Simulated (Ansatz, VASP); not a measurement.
**NiO in VASP and in Ansatz**

INCAR

```
SYSTEM = NiO
  PREC = Accurate
  ENCUT = 520
  EDIFF = 1E-7
  ISMEAR = 0
  SIGMA = 0.1
  LREAL = .FALSE.
  LASPH = .TRUE.
  NELM = 150
  ALGO = Normal
  ISIF = 2
  LWAVE = .FALSE.
  LCHARG = .FALSE.
  ISPIN = 2
  MAGMOM = 1.6 0.32
  LORBIT = 11
  LMAXMIX = 4
  GGA = PE
  NBANDS = 19
```

The input KPOINTS:

```
Automatic mesh
0
G
  18 18 18
  0 0 0
```

POSCAR

```
NiO
1.0
    0.0000000000      2.1495234704      2.1495234704
    2.1495234704      0.0000000000      2.1495234704
    2.1495234704      2.1495234704      0.0000000000
Ni O
1 1
Direct
    0.0000000000      0.0000000000      0.0000000000
    0.5000000000      0.5000000000      0.5000000000
```

Input for Ansatz:

```yaml
crystal:
  lattice:
    - [0.0, 2.1495234704, 2.1495234704]
    - [2.1495234704, 0.0, 2.1495234704]
    - [2.1495234704, 2.1495234704, 0.0]
  atoms:
    - { symbol: Ni, position: [0.0, 0.0, 0.0], spin: 1.6 }
    - { symbol: O, position: [0.5, 0.5, 0.5], spin: 0.32 }
basis:
  ecutwfc: 420
kpoints:
  mp_grid: { grid: [18, 18, 18] }
hamiltonian:
  xc: pbe
scf:
  occupations: { method: gaussian, width: 0.1 }
output:
  forces: true
  stress: true
  eigenvalues: true
  populations: true
  write_density: true
  write_potential: true
  elf: true
  volumetric_format: npy
magnetization:
  spin_polarized: true
```

Alike in both runs: task single point; functional PBE; k mesh 18 × 18 × 18; occupations gaussian, width 0.1 eV; collinear spin.

```csv
,VASP,Ansatz
version,VASP 6.6.1,Ansatz 0.2.0
potentials or method,"VASP PAW PBE potentials, release 64 (Ni, O), cutoff 520 eV","scalar-relativistic, plane waves, PAW"
valence electrons in the cell,16,24
```

|  | VASP | Ansatz | Ansatz less VASP |
| --- | --- | --- | --- |
| gap on the k mesh at the Fermi level (eV) | none | none | - |
| pressure (GPa) | -9.1 | -8.8 | +0.32 |
| net moment per atom (μB) | 0.94 | 0.95 | +0.011 |
| size of the moment on the site where the two differ most (μB) | 0.30 | 0.32 | +0.023 |

Site moments also hang on the region over which each program counts them. A gap of «none» marks a metal or a gap that the smearing closes. VASP's potentials hold 16 valence electrons a cell and Ansatz's 24, so a difference there can come from the potentials and not from the codes.
